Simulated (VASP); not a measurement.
# BiRu (rocksalt type) (Fm-3m) in VASP: further runs, part 2 of 2

VASP 6.6.1.

## 4. Electric field gradients, PBE

This run uses another cell than the first one, of 21.36 Å³/atom, 1.063 times its volume.

INCAR

```
SYSTEM = BiRu
PREC = Accurate
ENCUT = 520
EDIFF = 1E-8
ISMEAR = -1
SIGMA = 0.05
LREAL = .FALSE.
LASPH = .TRUE.
NELM = 80
ALGO = Normal
ISIF = 2
LWAVE = .FALSE.
LCHARG = .FALSE.
GGA = PE
LEFG = .TRUE.
NBANDS = 22
```

KPOINTS

```
Automatic mesh
0
G
  10 10 10
  0 0 0
```

POSCAR

```
BiRu
1.0
    0.0000000000      2.7747409752      2.7747409752
    2.7747409752      0.0000000000      2.7747409752
    2.7747409752      2.7747409752      0.0000000000
Ru Bi
1 1
Direct
    0.0000000000      0.0000000000      0.0000000000
    0.5000000000      0.5000000000      0.5000000000
```

Potentials or basis: VASP PAW PBE potentials, release 64 (Ru_pv, Bi_d).

The run is started by

```console
> cat potpaw_PBE.64/Ru_pv/POTCAR potpaw_PBE.64/Bi_d/POTCAR > POTCAR
> mpirun -np 1 vasp_std > vasp.out
```

OUTCAR:

```text
SYSTEM = BiRu
   PREC = Accurate
   ENCUT = 520
   EDIFF = 1E-8
   ISMEAR = -1
   LREAL = .FALSE.
   LASPH = .TRUE.
   NELM = 80
   ISIF = 2
   GGA = PE

 ion  position               nearest neighbor table
   1  0.000  0.000  0.000-   2 2.77   2 2.77   2 2.77   2 2.77   2 2.77   2 2.77
   2  0.500  0.500  0.500-   1 2.77   1 2.77   1 2.77   1 2.77   1 2.77   1 2.77

  LATTYP: Found a face centered cubic cell.
 ALAT       =     5.5494819504

  Lattice vectors:

 A1 = (   0.0000000000,   2.7747409752,   2.7747409752)
[... 813 lines left out ...]
  ---------------------------------------------------
  free  energy   TOTEN  =       -11.6155910234 eV

  energy  without entropy=      -11.5954447792  energy(sigma->0) =      -11.60551790

 Electric field gradients (V/A^2)
---------------------------------------------------------------------
 ion       V_xx      V_yy      V_zz      V_xy      V_xz      V_yz
---------------------------------------------------------------------
   1      -0.000    -0.000    -0.000     0.001     0.001     0.001
   2      -0.000    -0.000     0.000     0.002     0.002     0.002
---------------------------------------------------------------------

 Electric field gradients after diagonalization (V/A^2)
 (convention: |V_zz| > |V_xx| > |V_yy|)
----------------------------------------------------------------------
 ion       V_xx      V_yy      V_zz     asymmetry (V_yy - V_xx)/ V_zz
----------------------------------------------------------------------
   1      -0.001    -0.001     0.003       0.000
   2      -0.002    -0.002     0.004       0.000
----------------------------------------------------------------------

           NMR quadrupolar parameters

 Cq : quadrupolar parameter    Cq=e*Q*V_zz/h
 eta: asymmetry parameters     (V_yy - V_xx)/ V_zz
 Q  : nuclear electric quadrupole moment in mb (millibarn)
----------------------------------------------------------------------
 ion       Cq(MHz)       eta       Q (mb)
----------------------------------------------------------------------
   1       0.000       0.000       1.000
   2       0.000       0.000       1.000
----------------------------------------------------------------------
```

It took 28 s on 1 thread of Intel Xeon Platinum 8488C (Sapphire Rapids), shared host; peak memory 0.19 GiB.

What came out:

| Quantity | Value |
| --- | --- |
| Free energy | -11.6156 eV |
| Pressure | 0.1 GPa |

Levels at points of the mesh, in eV from the Fermi level:
```
           k point  band 10  band 11  band 12  band 13  band 14  band 15  band 16  band 17  band 18  band 19
(0.00, 0.00, 0.00)    -1.50    -1.50    -1.50    -1.19    -1.19     2.06     2.06     2.06     5.24     7.50
(0.50, 0.00, 0.00)    -5.82    -3.33    -3.33    -0.78    -0.78    -0.15     4.43     5.71     5.71     7.07
(0.50, 0.50, 0.00)    -4.19    -2.38    -0.83    -0.83    -0.81    -0.39    -0.39     0.66     3.00     8.10
```

Caveat: without QUAD_EFG the Cq values of the log hold for a quadrupole moment of 1 mb, not for the nuclei; spin-orbit coupling is left out, which moves the levels of the heavy elements.

## 5. Electric field gradients, PBE (volume scaled by 1.03)

INCAR

```
SYSTEM = BiRu
ALGO     = Normal         ! electronic algorithm
EDIFF    = 1E-8           ! SCF threshold, eV
ENCUT    = 520            ! plane-wave cutoff, eV
GGA      = PE             ! functional
ISIF     = 2              ! what is computed and relaxed
ISMEAR   = -1             ! smearing method
LASPH    = .TRUE.         ! aspherical terms in the spheres
LCHARG   = .FALSE.        ! write CHGCAR
LEFG     = .TRUE.       
LREAL    = .FALSE.        ! projectors in reciprocal space
LWAVE    = .FALSE.        ! write WAVECAR
NBANDS   = 22             ! bands
NELM     = 60             ! most SCF steps
PREC     = Accurate       ! precision mode
SIGMA    = 0.05           ! smearing width, eV
```

KPOINTS

```
k-points
0
G
  10 10 10
  0 0 0
```

POSCAR

```
BiRu
1.0
    0.0000000000      2.8022154449      2.8022154449
    2.8022154449      0.0000000000      2.8022154449
    2.8022154449      2.8022154449      0.0000000000
Ru Bi
1 1
Direct
    0.0000000000      0.0000000000      0.0000000000
    0.5000000000      0.5000000000      0.5000000000
```

Potentials or basis: VASP PAW PBE potentials, release 64 (Ru_pv, Bi_d).

The run is started by

```console
> cat potpaw_PBE.64/Ru_pv/POTCAR potpaw_PBE.64/Bi_d/POTCAR > POTCAR
> mpirun -np 1 vasp_std > vasp.out
```

OUTCAR:

```text
SYSTEM = BiRu
   EDIFF = 1E-8
   ENCUT = 520
   GGA = PE
   ISIF = 2
   ISMEAR = -1
   LASPH = .TRUE.
   LREAL = .FALSE.
   NELM = 60
   PREC = Accurate

 ion  position               nearest neighbor table
   1  0.000  0.000  0.000-   2 2.80   2 2.80   2 2.80   2 2.80   2 2.80   2 2.80
   2  0.500  0.500  0.500-   1 2.80   1 2.80   1 2.80   1 2.80   1 2.80   1 2.80

  LATTYP: Found a face centered cubic cell.
 ALAT       =     5.6044308898

  Lattice vectors:

 A1 = (   0.0000000000,   2.8022154449,   2.8022154449)
 A2 = (   2.8022154449,   0.0000000000,   2.8022154449)
 A3 = (   2.8022154449,   2.8022154449,   0.0000000000)

Analysis of symmetry for initial positions (statically):
=====================================================================
 Subroutine PRICEL returns:
 Original cell was already a primitive cell.

 Routine SETGRP: Setting up the symmetry group for a
 face centered cubic supercell.

[... 789 lines left out ...]
      direct lattice vectors                 reciprocal lattice vectors
     0.000000000  2.802215445  2.802215445    -0.178430249  0.178430249  0.178430249
     2.802215445  0.000000000  2.802215445     0.178430249 -0.178430249  0.178430249
     2.802215445  2.802215445  0.000000000     0.178430249  0.178430249 -0.178430249

 POSITION                                       TOTAL-FORCE (eV/Angst)
 -----------------------------------------------------------------------------------
      0.00000      0.00000      0.00000        -0.000000     -0.000000     -0.000000
      2.80222      2.80222      2.80222         0.000000      0.000000      0.000000
 -----------------------------------------------------------------------------------
    total drift:                                0.000000      0.000000      0.000000

  FREE ENERGIE OF THE ION-ELECTRON SYSTEM (eV)
  ---------------------------------------------------
  free  energy   TOTEN  =       -11.6041546152 eV

  energy  without entropy=      -11.5819586451  energy(sigma->0) =      -11.59305663

 Electric field gradients (V/A^2)
---------------------------------------------------------------------
 ion       V_xx      V_yy      V_zz      V_xy      V_xz      V_yz
---------------------------------------------------------------------
   1       0.000    -0.000     0.000     0.002     0.002     0.002
   2      -0.000     0.000    -0.000     0.001     0.001     0.001
---------------------------------------------------------------------

 Electric field gradients after diagonalization (V/A^2)
 (convention: |V_zz| > |V_xx| > |V_yy|)
----------------------------------------------------------------------
 ion       V_xx      V_yy      V_zz     asymmetry (V_yy - V_xx)/ V_zz
----------------------------------------------------------------------
   1      -0.002    -0.002     0.003       0.000
   2      -0.001    -0.001     0.003       0.000
----------------------------------------------------------------------

           NMR quadrupolar parameters

 Cq : quadrupolar parameter    Cq=e*Q*V_zz/h
 eta: asymmetry parameters     (V_yy - V_xx)/ V_zz
 Q  : nuclear electric quadrupole moment in mb (millibarn)
----------------------------------------------------------------------
 ion       Cq(MHz)       eta       Q (mb)
----------------------------------------------------------------------
   1       0.000       0.000       1.000
   2       0.000       0.000       1.000
----------------------------------------------------------------------
```

Wall time 31 s (1 thread of Intel Xeon Platinum 8488C (Sapphire Rapids), shared host); peak memory 0.19 GiB.

Results:

```
Free energy : -11.6042 eV
Pressure    : -3.0 GPa
```

Caveat: the cell differs from its parent crystal (volume scaled by 1.03); without QUAD_EFG the Cq values of the log hold for a quadrupole moment of 1 mb, not for the nuclei; spin-orbit coupling is left out, which moves the levels of the heavy elements.

## 6. Overview

```csv
cell,gap on the mesh (eV),pressure (GPa)
"a = 3.845 Å, angles 60.0°, 2 atoms",none,8.2
"a = 3.884 Å, angles 60.0°, 2 atoms",none,3.8
"a = 3.924 Å, angles 60.0°, 2 atoms",none,0.1
"a = 3.963 Å, angles 60.0°, 2 atoms",none,-3.0
```

Alike in all rows: task electric field gradients; level PBE; potentials or basis VASP PAW PBE potentials, release 64 (Ru_pv, Bi_d); no spin polarisation; k mesh 10 × 10 × 10; cutoff (eV) 520; smearing fermi-dirac 0.05 eV.

Caveats: spin-orbit coupling is left out, which moves the levels of the heavy elements.

Absolute energies hang on the potentials; compare differences alone.
